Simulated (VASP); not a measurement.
The system is BN.

```
B N
1.0
     2.56939    0.00000    0.00000
    -1.28469    2.22516    0.00000
     0.00000    0.00000    4.24989
B N
2 2
Cartesian
  0.0000 1.4834 0.0003
  1.2847 0.7417 2.1253
  0.0000 1.4834 1.5934
  1.2847 0.7417 3.7183
```

This cell differs from its parent crystal: strain +1.0%.

Base run:

* Program: VASP 6.6.1
* Functional: PBE
* Potentials or basis: VASP PAW PBE potentials, release 64 (B, N)
* Cutoff: 520 eV
* k mesh: 12 × 12 × 6
* Occupations: fermi-dirac, width 0.02 eV
* Spin: no spin polarisation

Its results: band gap on the k mesh 5.25 eV (least direct gap 8.16 eV); pressure -6.1 GPa; largest force 0.009 eV/Å.

Question: The run is repeated on the same cell with these changes: functional from PBE to r2SCAN; occupations from fermi-dirac, width 0.02 eV to gaussian, width 0.01 eV. What comes out?

Answer: Band gap on the k mesh 5.77 eV (least direct gap 8.84 eV); pressure -10.1 GPa; largest force 0.003 eV/Å.

Caveats: the cell stands under tension; the PAW data sets were made with another functional, which shifts forces and pressure a little (at least some runs).

A k mesh can miss the band edges.
